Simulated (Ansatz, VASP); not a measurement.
# One calculation of CuO, two programs

INCAR

```
SYSTEM = CuO
PREC = Accurate ; ENCUT = 520
EDIFF = 1E-6 ; ISMEAR = -1
SIGMA = 0.05 ; LREAL = .FALSE.
LASPH = .TRUE. ; NELM = 80
ALGO = Normal ; ISIF = 2
LWAVE = .FALSE. ; LCHARG = .FALSE.
GGA = PE ; NBANDS = 44
```

File KPOINTS:

```
Automatic mesh
0
G
  9 5 5
  0 0 0
```

File POSCAR:

```
CuO
1.0
   -2.3418500000      1.7113000000      0.0000000000
    0.8500300000      0.0000000000     -5.0578700000
   -2.3418500000     -5.1339000000      0.0000000000
Cu O
4 4
Direct
    0.2479969100      0.0006014900      0.2432966400
    0.7479969100      0.0006014900      0.7432966400
    0.9979969100      0.5006014900      0.4932966400
    0.4979969100      0.5006014900      0.9932966400
    0.7071969100      0.7506014900      0.2840966400
    0.2071969100      0.7506014900      0.7840966400
    0.7887969100      0.2506014900      0.2024966400
    0.3048216600      0.2457895500      0.7561235500
```

input.yaml

```yaml
crystal:
  lattice:
    - [-2.34185, 1.7113, 0.0]
    - [0.85003, 0.0, -5.05787]
    - [-2.34185, -5.1339, 0.0]
  atoms:
    - { symbol: Cu, position: [0.24799691, 0.00060149, 0.24329664] }
    - { symbol: Cu, position: [0.74799691, 0.00060149, 0.74329664] }
    - { symbol: Cu, position: [0.99799691, 0.50060149, 0.49329664] }
    - { symbol: Cu, position: [0.49799691, 0.50060149, 0.99329664] }
    - { symbol: O, position: [0.70719691, 0.75060149, 0.28409664] }
    - { symbol: O, position: [0.20719691, 0.75060149, 0.78409664] }
    - { symbol: O, position: [0.78879691, 0.25060149, 0.20249664] }
    - { symbol: O, position: [0.30482166, 0.24578955, 0.75612355] }
hamiltonian:
  xc: pbe
  pseudopotentials: { kind: paw }
kpoints:
  mp_grid: { grid: [9, 5, 5] }
scf:
  occupations: { method: fermi_dirac, width: 0.05 }
basis:
  ecutwfc: "500 eV"
output:
  forces: true
  stress: true
  eigenvalues: true
  write_density: true
  write_potential: true
  elf: true
  volumetric_format: npy
```

Alike in both runs: task single point; functional PBE; k mesh 9 × 5 × 5; occupations fermi-dirac, width 0.05 eV; no spin polarisation.

```csv
,VASP,Ansatz
version,VASP 6.6.1,Ansatz 0.2.0
potentials or method,"VASP PAW PBE potentials, release 64 (Cu, O), cutoff 520 eV",Ansatz PAW
valence electrons in the cell,68,100
```

Ansatz gave:

```
gap on the k mesh at the Fermi level (eV)                     : none
pressure (GPa)                                                : 8.9
traceless stress, the component that is largest in VASP (GPa) : 2.36
rms of the force components (eV/Å)                            : 0.766
```

Task: Which values does VASP return?

Result: gap on the k mesh at the Fermi level (eV): none; pressure (GPa): 9.7; traceless stress, the component that is largest in VASP (GPa): 2.51; rms of the force components (eV/Å): 0.788.

Atom by atom the forces differ by 0.031 eV/Å (rms over components). A gap of «none» marks a metal or a gap that the smearing closes. VASP's potentials hold 68 valence electrons a cell and Ansatz's 100, so a difference there can come from the potentials and not from the codes.
